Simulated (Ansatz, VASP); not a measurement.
# One calculation of Li, two programs

The input POSCAR:

```
Li
1.0
    0.0000000000      2.2732620216      2.2732620216
    2.2732620216      0.0000000000      2.2732620216
    2.2732620216      2.2732620216      0.0000000000
Li
1
Direct
    0.0000000000      0.0000000000      0.0000000000
```

The input INCAR.step1:

```
SYSTEM = Li
PREC     = Accurate       ! precision mode
ENCUT    = 830            ! plane-wave cutoff, eV
ISMEAR   = -1             ! smearing method
SIGMA    = 0.1            ! smearing width, eV
LREAL    = .FALSE.        ! projectors in reciprocal space
LASPH    = .TRUE.         ! aspherical terms in the spheres
NELM     = 120            ! most SCF steps
NBANDS   = 8              ! bands
GGA      = PE             ! functional
ALGO     = Normal         ! electronic algorithm
EDIFF    = 1E-5           ! SCF threshold, eV
LWAVE    = .TRUE.         ! write WAVECAR
LCHARG   = .FALSE.        ! write CHGCAR
GGA_COMPAT= .FALSE.
```

File INCAR.step2:

```
SYSTEM = Li
PREC     = Accurate       ! precision mode
ENCUT    = 830            ! plane-wave cutoff, eV
EDIFF    = 1E-6           ! SCF threshold, eV
ISMEAR   = -1             ! smearing method
SIGMA    = 0.1            ! smearing width, eV
LREAL    = .FALSE.        ! projectors in reciprocal space
LASPH    = .TRUE.         ! aspherical terms in the spheres
NELM     = 120            ! most SCF steps
ALGO     = Normal         ! electronic algorithm
ISIF     = 2              ! what is computed and relaxed
LWAVE    = .FALSE.        ! write WAVECAR
LCHARG   = .TRUE.         ! write CHGCAR
METAGGA  = R2SCAN         ! meta-GGA
LMIXTAU  = .TRUE.       
LELF     = .TRUE.         ! ELF
LVHAR    = .TRUE.       
NBANDS   = 8              ! bands
ISTART   = 1            
GGA_COMPAT= .FALSE.
```

File KPOINTS:

```
regular mesh
0
G
  14 14 14
  0 0 0
```

Input for Ansatz:

```yaml
crystal:
  lattice:
    - [0.0, 2.2732620216, 2.2732620216]
    - [2.2732620216, 0.0, 2.2732620216]
    - [2.2732620216, 2.2732620216, 0.0]
  atoms:
    - { symbol: Li, position: [0.0, 0.0, 0.0] }
hamiltonian:
  xc: r2scan
  pseudopotentials:
    kind: paw
    azcp:
      Li: "pseudopotentials/Li.paw.azcp"
basis:
  ecutwfc: 500
  fft_grid_basis: typed
kpoints:
  mp_grid: { grid: [14, 14, 14], shift: [0, 0, 0] }
magnetization:
  spin_polarized: false
scf:
  occupations: { method: fermi_dirac, width: 0.1 }
  lower_state_search: "off"
output:
  stress: true
```

Alike in both runs: task single point; functional r2SCAN; k mesh 14 × 14 × 14; occupations fermi-dirac, width 0.1 eV; no spin polarisation.

```csv
,VASP,Ansatz
version,VASP 6.6.1,Ansatz 0.2.0
potentials or method,"VASP PAW PBE potentials, release 64 (Li_sv), cutoff 830 eV","plane waves (500 eV) with PAW, scalar-relativistic"
valence electrons in the cell,3,3
```

|  | VASP | Ansatz | Ansatz less VASP |
| --- | --- | --- | --- |
| pressure (GPa) | -1.2 | -1.2 | +0.01 |

VASP's potentials were made for PBE, not for r2SCAN. With one functional, cell and mesh, what is left measures potentials, basis and numerics.
